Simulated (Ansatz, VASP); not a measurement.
**One calculation of Lu, two programs**

File INCAR:

```
SYSTEM = Lu
PREC = Accurate
ENCUT = 520
EDIFF = 1E-7
ISMEAR = -1
SIGMA = 0.03
LREAL = .False.
LASPH = .True.
NELM = 80
ALGO = Normal
ISIF = 2
LWAVE = .False.
LCHARG = .False.
GGA = PS
NBANDS = 32
```

KPOINTS

```
regular mesh
0
Gamma
  13 13 8
  0 0 0
```

The input POSCAR:

```
Lu
1.0
    3.4397009116      0.0000000000      0.0000000000
   -1.7198504558      2.9788683709      0.0000000000
    0.0000000000      0.0000000000      5.5666000000
Lu
2
Direct
    0.3333333333      0.6666666667      0.2500000000
    0.6666666667      0.3333333333      0.7500000000
```

Input for Ansatz:

```yaml
crystal:
  lattice:
    - [3.4397009116, 0.0, 0.0]
    - [-1.7198504558, 2.9788683709, 0.0]
    - [0.0, 0.0, 5.5666]
  atoms:
    - { symbol: Lu, position: [0.3333333333, 0.6666666667, 0.25] }
    - { symbol: Lu, position: [0.6666666667, 0.3333333333, 0.75] }
kpoints:
  mp_grid: { grid: [13, 13, 8] }
  band_path:
    path:
      - [0.0, 0.0, 0.0]
      - [0.5, 0.0, 0.0]
      - [0.3333333333, 0.3333333333, 0.0]
      - [0.0, 0.0, 0.0]
      - [0.0, 0.0, 0.5]
      - [0.5, 0.0, 0.5]
      - [0.3333333333, 0.3333333333, 0.5]
      - [0.0, 0.0, 0.5]
      - [0.5, 0.0, 0.5]
    npoints: 5
scf:
  occupations: { method: fermi_dirac, width: 0.03 }
hamiltonian:
  xc: pbesol
  pseudopotentials: { kind: all_electron, lapw: { basis_error: 0.0005 } }
output:
  forces: true
  stress: true
  eigenvalues: true
```

Change from the starting cell: equal xx and yy strain of -2 %.

Alike in both runs: task single point; functional PBEsol; k mesh 13 × 13 × 8; occupations fermi-dirac, width 0.03 eV; no spin polarisation.

```csv
,VASP,Ansatz
version,VASP 6.6.1,Ansatz 0.2.0
potentials or method,"VASP PAW PBE potentials, release 64 (Lu), cutoff 520 eV","all-electron LAPW, scalar-relativistic"
```

|  | VASP | Ansatz | Ansatz less VASP |
| --- | --- | --- | --- |
| pressure (GPa) | -1.5 | -1.7 | -0.13 |
| traceless stress, the component that is largest in VASP (GPa) | -1.85 | -1.85 | +0.001 |

VASP's potentials were made for PBE, not for PBEsol. Ansatz ran all-electron here, and VASP with PAW potentials.

Spin-orbit coupling is off throughout.
